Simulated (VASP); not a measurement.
HPbNO4:

```
CELL_PARAMETERS angstrom
3.85707 0.00178 -0.03658
0.17353 4.33436 -0.01647
0.75803 0.83873 5.87662
ATOMIC_POSITIONS crystal
H 0.61511 0.89559 0.19844
Pb 0.64597 0.44651 0.91685
N 0.71474 0.23810 0.50058
O 0.16958 0.47007 0.77768
O 0.62919 0.97045 0.49845
O 0.56424 0.92583 0.03849
O 0.78022 0.42250 0.31951
```

* Program: VASP 6.6.1
* Task: relaxation of cell and atoms
* Functional: PBE
* Dispersion: D3(BJ)
* Potentials or basis: VASP PAW PBE potentials, release 64 (H, Pb_d, N, O)
* Cutoff: 600 eV
* k mesh: 4 × 4 × 3
* Occupations: fermi-dirac, width 0.05 eV
* Spin: no spin polarisation

At the start: pressure -0.6 GPa; volume 14.06 Å³/atom.

Question: Where does the relaxation end?

Answer: Over 71 steps the energy falls by 8.8 meV/atom and the volume is 12.71 Å³/atom (-9.6 %); space group P1 (No. 1, to 0.1 Å) before and after.

The path:
| step | energy change (eV) | largest force (eV/Å) | pressure (GPa) | volume (Å³) |
| --- | --- | --- | --- | --- |
| 1 | 0.0000 | 0.6082 | -0.64 | 98.41 |
| 3 | -0.0051 | 0.2303 | -1.33 | 98.21 |
| 5 | -0.0147 | 0.3158 | -0.42 | 96.11 |
| 7 | -0.0172 | 0.1478 | 0.14 | 95.41 |
| 9 | -0.0199 | 0.2475 | 0.02 | 94.83 |
| 11 | -0.0212 | 0.1547 | 0.03 | 94.91 |
| 13 | -0.0220 | 0.4624 | -0.13 | 94.32 |
| 15 | -0.0245 | 0.2050 | -0.05 | 94.50 |
| 17 | -0.0264 | 0.4087 | 0.01 | 93.80 |
| 19 | -0.0286 | 0.1370 | -0.15 | 93.93 |
| 21 | -0.0305 | 0.1671 | -0.24 | 93.63 |
| 23 | -0.0326 | 0.0979 | 0.04 | 93.13 |
| 25 | -0.0371 | 0.1348 | 0.07 | 92.51 |
| 27 | -0.0397 | 0.2262 | 0.17 | 91.60 |
| 29 | -0.0414 | 0.1156 | 0.27 | 91.36 |
| 31 | -0.0434 | 0.3747 | -0.27 | 91.33 |
| 33 | -0.0444 | 0.2286 | -0.09 | 91.31 |
| 35 | -0.0454 | 0.5944 | 0.35 | 91.10 |
| 37 | -0.0475 | 0.2972 | 0.08 | 91.18 |
| 39 | -0.0501 | 0.3073 | -0.69 | 91.06 |
| 41 | -0.0519 | 0.1750 | -0.34 | 90.98 |
| 43 | -0.0526 | 0.2096 | -0.19 | 90.78 |
| 45 | -0.0549 | 0.1564 | -0.19 | 90.25 |
| 47 | -0.0559 | 0.0940 | 0.07 | 89.93 |
| 49 | -0.0565 | 0.1031 | -0.06 | 89.78 |
| 51 | -0.0577 | 0.1780 | 0.25 | 89.41 |
| 53 | -0.0587 | 0.0822 | 0.05 | 89.25 |
| 55 | -0.0590 | 0.0734 | 0.03 | 89.18 |
| 57 | -0.0598 | 0.0469 | 0.07 | 89.08 |
| 59 | -0.0601 | 0.0479 | 0.03 | 89.08 |
| 61 | -0.0604 | 0.0539 | -0.04 | 89.10 |
| 63 | -0.0606 | 0.0514 | -0.08 | 89.11 |
| 65 | -0.0610 | 0.0333 | -0.05 | 89.08 |
| 67 | -0.0611 | 0.0331 | 0.00 | 89.04 |
| 69 | -0.0613 | 0.0301 | 0.03 | 88.98 |
| 71 | -0.0614 | 0.0182 | 0.08 | 88.94 |

Final structure:
```
CELL_PARAMETERS angstrom
3.74252 0.14918 0.08968
0.33702 4.19613 0.05095
0.96396 0.92261 5.71371
ATOMIC_POSITIONS crystal
H 0.57260 0.89486 0.21868
Pb 0.63132 0.45618 0.91813
N 0.76308 0.21264 0.49454
O 0.17073 0.51580 0.75947
O 0.64001 0.95173 0.49953
O 0.50470 0.93570 0.05926
O 0.83661 0.40215 0.30040
```

Caveat: the standard files for N, O and F lose accuracy on very short bonds.
